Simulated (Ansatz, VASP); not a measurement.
## One calculation of SmN2O4, two programs

File INCAR:

```
SYSTEM = SmN2O4
ALGO = Normal ; EDIFF = 1E-7
ENCUT = 520 ; GGA = PE
ISIF = 2 ; ISMEAR = 0
ISPIN = 2 ; LASPH = .True.
LCHARG = .True. ; LDAU = .True.
LDAUJ = 0 0 0 ; LDAUL = 3 -1 -1
LDAUPRINT = 1 ; LDAUTYPE = 2
LDAUU = 5 0 0 ; LELF = .True.
LMAXMIX = 6 ; LORBIT = 11
LREAL = .False. ; LVHAR = .True.
LWAVE = .False. ; MAGMOM = 6 0 0 0 0 0 0
NBANDS = 38 ; NELM = 150
PREC = Accurate ; SIGMA = 0.01
```

File KPOINTS:

```
k-points
0
Gamma
  1 1 1
  0 0 0
```

File POSCAR:

```
SmN2O4
1.0
   10.4900000000      0.0000000000      0.0000000000
    0.0000000000     10.4900000000      0.0000000000
    0.0000000000      0.0000000000     14.9200000000
Sm O N
1 4 2
Direct
    0.4999199200      0.4999199200      0.4999859200
    0.5708589100      0.5708589100      0.6528672900
    0.4289799800      0.4289799800      0.6528672900
    0.5708589100      0.4289799800      0.3471038900
    0.4289799800      0.5708589100      0.3471038900
    0.4999199200      0.4999199200      0.6983626000
    0.4999199200      0.4999199200      0.3016085800
```

Input for Ansatz:

```yaml
crystal:
  lattice:
    - [10.49, 0.0, 0.0]
    - [0.0, 10.49, 0.0]
    - [0.0, 0.0, 14.92]
  atoms:
    - { symbol: Sm, position: [0.49991992, 0.49991992, 0.49998592], spin: 6.0 }
    - { symbol: O, position: [0.57085891, 0.57085891, 0.65286729] }
    - { symbol: O, position: [0.42897998, 0.42897998, 0.65286729] }
    - { symbol: "N", position: [0.49991992, 0.49991992, 0.6983626] }
    - { symbol: O, position: [0.57085891, 0.42897998, 0.34710389] }
    - { symbol: O, position: [0.42897998, 0.57085891, 0.34710389] }
    - { symbol: "N", position: [0.49991992, 0.49991992, 0.30160858] }
basis:
  ecutwfc: 420
  ecutrho_ratio: 4
kpoints:
  mp_grid: { grid: [1, 1, 1] }
hamiltonian:
  xc: pbe
  hubbard: { sites: [{ species: Sm, l: f, u_eff: 5.0 }] }
scf:
  occupations: { method: gaussian, width: 0.01 }
output:
  forces: true
  eigenvalues: true
  populations: true
  hubbard: { sites: [{ species: Sm, l: f }] }
magnetization:
  spin_polarized: true
```

Alike in both runs: task single point; functional PBE; k mesh 1 × 1 × 1; occupations gaussian, width 0.01 eV; collinear spin; Hubbard terms Sm f U = 5.0 eV.

|  | VASP | Ansatz |
| --- | --- | --- |
| version | VASP 6.6.1 | Ansatz 0.2.0 |
| potentials or method | VASP PAW PBE potentials, release 64 (Sm, O, N), cutoff 520 eV | scalar-relativistic, plane waves, PAW |
| valence electrons in the cell | 50 | 50 |

```csv
,VASP,Ansatz,Ansatz less VASP
gap on the k mesh at the Fermi level (eV),0.37,2.58,+2.215
rms of the force components (eV/Å),1.250,0.848,-0.4019
net moment per atom (μB),0.86,0.86,0.000
size of the moment on the site where the two differ most (μB),5.66,5.75,+0.094
```

Site moments also hang on the region over which each program counts them. The programs project onto different local orbitals, so the same U acts differently, and such runs can settle in different states. Ansatz's warnings: structure snapped to symmetry, symmetry narrowed by open shell.

Spin-orbit coupling is off throughout. Noted on VASP's run: the magnetic or orbital state may not be the lowest; the standard files for N, O and F lose accuracy on very short bonds.
